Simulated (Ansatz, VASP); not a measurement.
# Two plane-wave programs on Co

Contents of INCAR:

```
SYSTEM = Co
PREC = Accurate ; ENCUT = 600
EDIFF = 1E-6 ; ISMEAR = -1
SIGMA = 0.1 ; LREAL = .FALSE.
LASPH = .TRUE. ; NELM = 120
ALGO = Normal ; ISIF = 2
LWAVE = .FALSE. ; LCHARG = .TRUE.
GGA = PE ; LELF = .TRUE.
LVHAR = .TRUE. ; NBANDS = 10
GGA_COMPAT = .FALSE.
```

Contents of KPOINTS:

```
regular mesh
0
G
  18 18 18
  0 0 0
```

The input POSCAR:

```
Co
1.0
    0.0000000000      1.7055420891      1.7055420891
    1.7055420891      0.0000000000      1.7055420891
    1.7055420891      1.7055420891      0.0000000000
Co
1
Direct
    0.0000000000      0.0000000000      0.0000000000
```

Input for Ansatz:

```yaml
crystal:
  lattice:
    - [0.0, 1.7055420891, 1.7055420891]
    - [1.7055420891, 0.0, 1.7055420891]
    - [1.7055420891, 1.7055420891, 0.0]
  atoms:
    - { symbol: Co, position: [0.0, 0.0, 0.0] }
hamiltonian:
  xc: pbe
  pseudopotentials:
    kind: paw
    azcp:
      Co: "pseudopotentials/Co.paw.azcp"
basis:
  ecutwfc: 420
  fft_grid_basis: typed
kpoints:
  mp_grid: { grid: [18, 18, 18], shift: [0, 0, 0] }
magnetization:
  spin_polarized: false
scf:
  occupations: { method: fermi_dirac, width: 0.1 }
  lower_state_search: "off"
output:
  stress: true
```

Alike in both runs: task single point; functional PBE; k mesh 18 × 18 × 18; occupations fermi-dirac, width 0.1 eV; no spin polarisation.

|  | VASP | Ansatz |
| --- | --- | --- |
| version | VASP 6.6.1 | Ansatz 0.2.0 |
| potentials or method | VASP PAW PBE potentials, release 64 (Co), cutoff 600 eV | plane waves (420 eV) with PAW, scalar-relativistic |
| valence electrons in the cell | 9 | 17 |

Ansatz gave:

- pressure (GPa): 11.3

Which values does VASP return?

Pressure (GPa): 10.2.

VASP's potentials hold 9 valence electrons a cell and Ansatz's 17, so a difference there can come from the potentials and not from the codes.
